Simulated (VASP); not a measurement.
# SiC8 in VASP: single point with PBE+D3(BJ)

Aim: the single point of SiC8 with PBE+D3(BJ).

All numbers are computed with VASP 6.6.1; they aren't measurements. Logs are shortened: lines on timing, memory, paths and dates and some standing lists are left out, and cuts for length are marked.

### Step 1. The cell of the first run

The cell holds a slab with vacuum, 9 atoms: a = 4.931 Å, b = 4.931 Å, c = 17.400 Å, α = 90.00°, β = 90.00°, γ = 120.00°.

### Step 2. Single point, PBE+D3(BJ), collinear spin

Input file INCAR:

```
PREC = Accurate
ENCUT = 520
EDIFF = 1E-7
ISMEAR = 0
SIGMA = 0.1
LREAL = F
LASPH = T
NELM = 150
ALGO = Normal
ISIF = 2
LWAVE = F
LCHARG = F
ISPIN = 2
MAGMOM = 0 0 0 0 0 0 0 0 2
LORBIT = 11
LDIPOL = T
IDIPOL = 3
DIPOL = 0.5 0.5 0.250
GGA = PE
IVDW = 12
NBANDS = 32
```

Input file KPOINTS:

```
regular mesh
0
Gamma
  6 6 1
```

Input file POSCAR:

```
SiC8
1.0
    4.9313048819      0.0000000000      0.0000000000
   -2.4656524409      4.2706353015      0.0000000000
    0.0000000000      0.0000000000     17.4000331942
C Si
8 1
Direct
    0.3333333333      0.1666666667      0.2298865266
    0.3333333333      0.6666666667      0.2298865266
    0.8333333333      0.1666666667      0.2298865266
    0.8333333333      0.6666666667      0.2298865266
    0.1666666667      0.3333333333      0.2298846189
    0.1666666667      0.8333333333      0.2298846189
    0.6666666667      0.3333333333      0.2298846189
    0.6666666667      0.8333333333      0.2298846189
    0.3333333333      0.1666666667      0.4080471063
```

Potentials or basis: VASP PAW PBE potentials, release 64 (C, Si).

The run is started by

```console
$ cat potpaw_PBE.64/C/POTCAR potpaw_PBE.64/Si/POTCAR > POTCAR
$ mpirun -np 1 vasp_std > vasp.out
```

OUTCAR:

```text
PREC = Accurate
   ENCUT = 520
   EDIFF = 1E-7
   ISMEAR = 0
   LREAL = F
   LASPH = T
   NELM = 150
   ISIF = 2
   ISPIN = 2
   LORBIT = 11
   GGA = PE
   IVDW = 12
 IVDW          = 12

 ion  position               nearest neighbor table
   1  0.333  0.167  0.230-   5 1.42   6 1.42   7 1.42
   2  0.333  0.667  0.230-   6 1.42   5 1.42   8 1.42
   3  0.833  0.167  0.230-   7 1.42   8 1.42   5 1.42
   4  0.833  0.667  0.230-   8 1.42   7 1.42   6 1.42
   5  0.167  0.333  0.230-   1 1.42   2 1.42   3 1.42
   6  0.167  0.833  0.230-   2 1.42   1 1.42   4 1.42
   7  0.667  0.333  0.230-   3 1.42   4 1.42   1 1.42
   8  0.667  0.833  0.230-   4 1.42   3 1.42   2 1.42
   9  0.333  0.167  0.408-

  LATTYP: Found a hexagonal cell.
 ALAT       =     4.9313048819
 C/A-ratio  =     3.5284845717

  Lattice vectors:

 A1 = (   4.9313048819,   0.0000000000,   0.0000000000)
 A2 = (  -2.4656524409,   4.2706353015,   0.0000000000)
 A3 = (   0.0000000000,   0.0000000000,  17.4000331942)

Analysis of symmetry for initial positions (statically):
=====================================================================
 Subroutine PRICEL returns:
 Original cell was already a primitive cell.

 Routine SETGRP: Setting up the symmetry group for a
 hexagonal supercell.

 Subroutine GETGRP returns: Found  6 space group operations
 (whereof  2 operations were pure point group operations)
 out of a pool of 24 trial point group operations.

The static configuration has the point symmetry C_1h.
 The point group associated with its full space group is C_3v.

Analysis of symmetry for dynamics (positions and initial velocities):
=====================================================================
 Subroutine PRICEL returns:
 Original cell was already a primitive cell.

 Routine SETGRP: Setting up the symmetry group for a
 hexagonal supercell.

 Subroutine GETGRP returns: Found  6 space group operations
 (whereof  2 operations were pure point group operations)
 out of a pool of 24 trial point group operations.

The dynamic configuration has the point symmetry C_1h.
 The point group associated with its full space group is C_3v.

Analysis of structural, dynamic, and magnetic symmetry:
=====================================================================
 Subroutine PRICEL returns:
 Original cell was already a primitive cell.

 Routine SETGRP: Setting up the symmetry group for a
 hexagonal supercell.

 Subroutine GETGRP returns: Found  6 space group operations
 (whereof  2 operations were pure point group operations)
 out of a pool of 24 trial point group operations.

The overall configuration has the point symmetry C_1h.
 The point group associated with its full space group is C_3v.

 Subroutine INISYM returns: Found  6 space group operations
 (whereof  2 operations are pure point group operations),
 and found     1 'primitive' translations

----------------------------------------------------------------------------------------

                                     Primitive cell

  volume of cell :     366.4413

  direct lattice vectors                    reciprocal lattice vectors
     4.931304882  0.000000000  0.000000000     0.202786083  0.117078599  0.000000000
    -2.465652441  4.270635301  0.000000000     0.000000000  0.234157199  0.000000000
     0.000000000  0.000000000 17.400033194     0.000000000  0.000000000  0.057471155

  length of vectors
     4.931304882  4.931304882 17.400033194     0.234157199  0.234157199  0.057471155

  position of ions in fractional coordinates (direct lattice)
     0.333333333  0.166666667  0.229886527
     0.333333333  0.666666667  0.229886527
     0.833333333  0.166666667  0.229886527
     0.833333333  0.666666667  0.229886527
     0.166666667  0.333333333  0.229884619
     0.166666667  0.833333333  0.229884619
     0.666666667  0.333333333  0.229884619
[... 58 lines left out ...]
 SYSTEM =  unknown system
   PREC   = accura    normal or accurate (medium, high low for compatibility)
   ISTART =      0    job   : 0-new  1-cont  2-samecut
   ICHARG =      2    charge: 1-file 2-atom 10-const
   ISPIN  =      2    spin polarized calculation?
   LNONCOLLINEAR =      F non collinear calculations
   LSORBIT =      F    spin-orbit coupling
   LASPH  =      T    aspherical Exc in radial PAW
   ENCUT  =  520.0 eV  38.22 Ry    6.18 a.u.   9.17  9.17 32.35*2*pi/ulx,y,z
   NELM   =    150;   NELMIN=  2; NELMDL= -5     # of ELM steps
   EDIFF  = 0.1E-06   stopping-criterion for ELM
   LREAL  =      F    real-space projection
   EDIFFG = 0.1E-05   stopping-criterion for IOM
   NSW    =      0    number of steps for IOM
   IBRION =     -1    ionic relax: 0-MD 1-quasi-New 2-CG
   NFREE  =      0    steps in history (QN), initial steepest desc. (CG)
   ISIF   =      2    stress and relaxation
   ISYM   =      2    0-nonsym 1-usesym 2-fastsym
   POTIM  = 0.5000    time-step for ionic-motion
   TEBEG  =    0.0;   TEEND  =   0.0 temperature during run
   PSTRESS=    0.0 pullay stress
   NELECT =      36.0000    total number of electrons
   NUPDOWN=      -1.0000    fix difference up-down
   EMIN   =  10.00;   EMAX   =-10.00  energy-range for DOS
   EFERMI =   0.00;   METHOD = LEGACY
   ISMEAR =     0;   SIGMA  =   0.10  broadening in eV -4-tet -1-fermi 0-gaus
   EFERMI_NEDOS =   21; number of points for ismear=-14 and -15
   IALGO  =     38    algorithm
   IMIX   =      4    mixing-type and parameters
     AMIX     =   0.40;   BMIX     =  1.00
     AMIX_MAG =   1.60;   BMIX_MAG =  1.00
  volume/ion in A,a.u.               =      40.72       274.76
  Fermi-wavevector in a.u.,A,eV,Ry     =   0.755395  1.427490  7.763781  0.570622
  Thomas-Fermi vector in A             =   1.853280
   LORBIT       =     11    0 simple, 1 ext, 2 COOP (PROOUT), +10 PAW based schemes
   GGA     = PE    functional components
   LHFCALC =     F    Hartree Fock is set to
   AEXX    =    0.0000 exact exchange contribution
   IVDW    =    12    specifies the selected vdW correction
   LEPSILON=     F    determine dielectric tensor
   LRPA    =     F    only Hartree local field effects (RPA)
 spin polarized calculation
 Gauss-broadening in eV      SIGMA  =   0.10
  energy-cutoff  :      520.00
  volume of cell :      366.44
 maximum number of plane-waves:      9900
 NGX is ok and might be reduce to    40
   NGX = 19   NGY = 19   NGZ = 65

 dipolmoment           0.000000      0.000000     -0.002695 electrons x Angstroem

 number of electron      35.9999997 magnetization       1.8904711

 dipolmoment           0.000000      0.000000      0.010505 electrons x Angstroem

 Free energy of the ion-electron system (eV)
  ---------------------------------------------------
  ext. energy  EPLUGINS =         0.00000000
  ---------------------------------------------------
  free energy    TOTEN  =       -74.89122060 eV

  energy without entropy =      -74.86689395  energy(sigma->0) =      -74.87905728

 E-fermi :  -1.8537     XC(G=0):  -3.4580

 val. band max:       -1.9259678163   @ k =   0.1667   0.1667   0.0000
 cond. band min:      -1.8508469141   @ k =   0.3333  -0.0000   0.0000
 fundamental gap:      0.0751209023
 Fermi energy:        -1.8537126765

 spin component 1

 k-point     1 :       0.0000    0.0000    0.0000
  band No.  band energies     occupation
      1     -21.4967      1.00000
      2     -16.2744      1.00000
      3     -16.2404      1.00000
      4     -16.2404      1.00000
      5     -15.2116      1.00000
      6     -15.2116      1.00000
[... 220 lines left out ...]
     29       4.4223      0.00000
     30       4.6814      0.00000
 Fermi energy:        -1.8537126765

 spin component 2

 k-point     1 :       0.0000    0.0000    0.0000
  band No.  band energies     occupation
      1     -21.4930      1.00000
      2     -16.2741      1.00000
      3     -16.2344      1.00000
      4     -16.2344      1.00000
      5     -15.2081      1.00000
      6     -15.2081      1.00000
[... 220 lines left out ...]
     29       4.6332      0.00000
     30       5.1902      0.00000
 [bands above 30 left out]

------------------------ aborting loop because EDIFF is reached ----------------------------------------

 vacuum level on the upper side and lower side of the slab       (xc-potential included)        -0.141        -0.190

 Edisp (eV)   -1.00139

 E8    (eV) :    -0.3263

  FORCE on cell =-STRESS in cart. coord.  units (eV):
  Direction    XX          YY          ZZ          XY          YZ          ZX
  --------------------------------------------------------------------------------------
  -------------------------------------------------------------------------------------
  Total      -0.00752    -0.00752    -0.50586    -0.00000     0.00000     0.00000
  in kB      -0.03287    -0.03287    -2.21177    -0.00000     0.00000     0.00000
  external pressure =       -0.76 kB  Pullay stress =        0.00 kB

 VOLUME and BASIS-vectors are now :
 -----------------------------------------------------------------------------
  energy-cutoff  :      520.00
  volume of cell :      366.44
      direct lattice vectors                 reciprocal lattice vectors
     4.931304882  0.000000000  0.000000000     0.202786083  0.117078599  0.000000000
    -2.465652441  4.270635301  0.000000000     0.000000000  0.234157199  0.000000000
     0.000000000  0.000000000 17.400033194     0.000000000  0.000000000  0.057471155

 POSITION                                       TOTAL-FORCE (eV/Angst)
 -----------------------------------------------------------------------------------
      1.23283      0.71177      4.00003         0.000000      0.000000      0.235703
     -0.00000      2.84709      4.00003         0.005665      0.003271     -0.033180
      3.69848      0.71177      4.00003        -0.000000     -0.006541     -0.033180
      2.46565      2.84709      4.00003        -0.005665      0.003271     -0.033180
      0.00000      1.42355      4.00000        -0.181117      0.104568     -0.002791
     -1.23283      3.55886      4.00000        -0.000000     -0.209136     -0.002791
      2.46565      1.42355      4.00000         0.181117      0.104568     -0.002791
      1.23283      3.55886      4.00000         0.000000      0.000000      0.018214
      1.23283      0.71177      7.10003         0.000000      0.000000     -0.146004
 -----------------------------------------------------------------------------------
    total drift:                               -0.000000      0.000000     -0.000147

  FREE ENERGIE OF THE ION-ELECTRON SYSTEM (eV)
  ---------------------------------------------------
  free  energy   TOTEN  =       -75.8926088583 eV

  energy  without entropy=      -75.8682822052  energy(sigma->0) =      -75.88044553

 vacuum level on the upper side and lower side of the slab         2.118         2.112

 total charge

# of ion       s       p       d       tot
------------------------------------------
    1        0.864   1.784   0.000   2.648
    2        0.863   1.787   0.000   2.650
    3        0.863   1.787   0.000   2.650
    4        0.863   1.787   0.000   2.650
    5        0.863   1.787   0.000   2.650
    6        0.863   1.787   0.000   2.650
    7        0.863   1.787   0.000   2.650
    8        0.863   1.787   0.000   2.650
    9        0.955   0.546   0.000   1.501
--------------------------------------------------
tot          7.859  14.840   0.000  22.699

 magnetization (x)

# of ion       s       p       d       tot
------------------------------------------
    1        0.000  -0.007   0.000  -0.007
    2        0.000   0.001   0.000   0.001
    3        0.000   0.001   0.000   0.001
    4        0.000   0.001   0.000   0.001
    5        0.001   0.003   0.000   0.003
    6        0.001   0.003   0.000   0.003
    7        0.001   0.003   0.000   0.003
    8        0.000   0.004   0.000   0.005
    9        0.007   0.528   0.000   0.536
--------------------------------------------------
tot          0.011   0.536   0.000   0.547
```

It took 4.4 min on 1 thread of Intel Xeon 6975P-C (Granite Rapids), shared host; peak memory 0.72 GiB.

What came out:

```yaml
Free_energy: -75.8926 eV
Largest_force: 0.236 eV/Å
Net_moment: 1.89 μB per cell
Site_moments: C -0.01, +0.00, +0.01 (each value once); Si +0.54 μB
Valence_electrons_inside_the_program's_atomic_spheres: C 2.65; Si 1.50
Dispersion_energy_per_atom: -0.111 eV
```

Forces in eV/Å, atoms in the order of the input:
```
C    0.000  0.000  0.236
C    0.006  0.003 -0.033
C    0.000 -0.007 -0.033
C   -0.006  0.003 -0.033
C   -0.181  0.105 -0.003
C    0.000 -0.209 -0.003
C    0.181  0.105 -0.003
C    0.000  0.000  0.018
Si   0.000  0.000 -0.146
```

Caveat: a moment this small can come from the mesh or the smearing.
